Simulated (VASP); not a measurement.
Set up this calculation in VASP 6.6.1, as the native input.

```yaml
Task: single point
Functional: LDA
Potentials_or_basis: VASP PAW LDA potentials, release 64 (Cr_pv, N)
Cutoff: 520 eV
k_mesh: 7 × 7 × 7
Occupations: gaussian, width 0.05 eV
Spin: collinear spin, zero start
Starting_moments: "[0.0, 0.0, 0.0, 0.0] μB"
Fixed_moment: 0 μB
Hubbard_terms: Cr d U = 2.0 eV
Dipole_correction: no
Further_INCAR_settings: ALGO = Normal; EDIFF = 1e-07; NBANDS = 29
```

The structure of CrN lies in POSCAR:

```
CrN
1.0
    0.0000000000      2.3764200500      2.3764200500
    4.7528401000      2.3764200500      2.3764200500
    4.7528401000      4.7528401000      0.0000000000
Cr N
2 2
Direct
    0.0000000000      0.0000000000      0.0000000000
    0.0000000000      0.0000000000      0.5000000000
    0.2500000000      0.2500000000      0.0000000000
    0.2500000000      0.2500000000      0.5000000000
```

The input as run:

INCAR

```
PREC = Accurate
ENCUT = 520
EDIFF = 1E-7
ISMEAR = 0
SIGMA = 0.05
LREAL = False
LASPH = True
NELM = 150
ALGO = Normal
ISIF = 2
LWAVE = False
LCHARG = True
ISPIN = 2
MAGMOM = 0 0 0 0
LORBIT = 11
NUPDOWN = 0.0
LMAXMIX = 4
LDAU = True
LDAUTYPE = 2
LDAUL = 2 -1
LDAUU = 2 0
LDAUJ = 0 0
LDAUPRINT = 1
GGA = CA
LELF = True
LVHAR = True
NBANDS = 29
```

KPOINTS

```
Automatic mesh
0
Gamma
  7 7 7
```

Potentials or basis: VASP PAW LDA potentials, release 64 (Cr_pv, N).

Command:

```sh
$ cat potpaw_LDA.64/Cr_pv/POTCAR potpaw_LDA.64/N/POTCAR > POTCAR
$ mpirun -np 1 vasp_std > vasp.out
```

Results of the run:

```json
{
 "Pressure": "-47.4 GPa",
 "Net moment": "0.00 μB per cell",
 "Valence electrons inside the program's atomic spheres": "Cr 10.58; N 3.54"
}
```

Caveat: the cell stands under tension; the total moment is fixed, so each spin has its own Fermi level.

Run time: 8.1 min on 1 thread of AMD EPYC 7R13, on a shared host, peak memory 0.23 GiB.
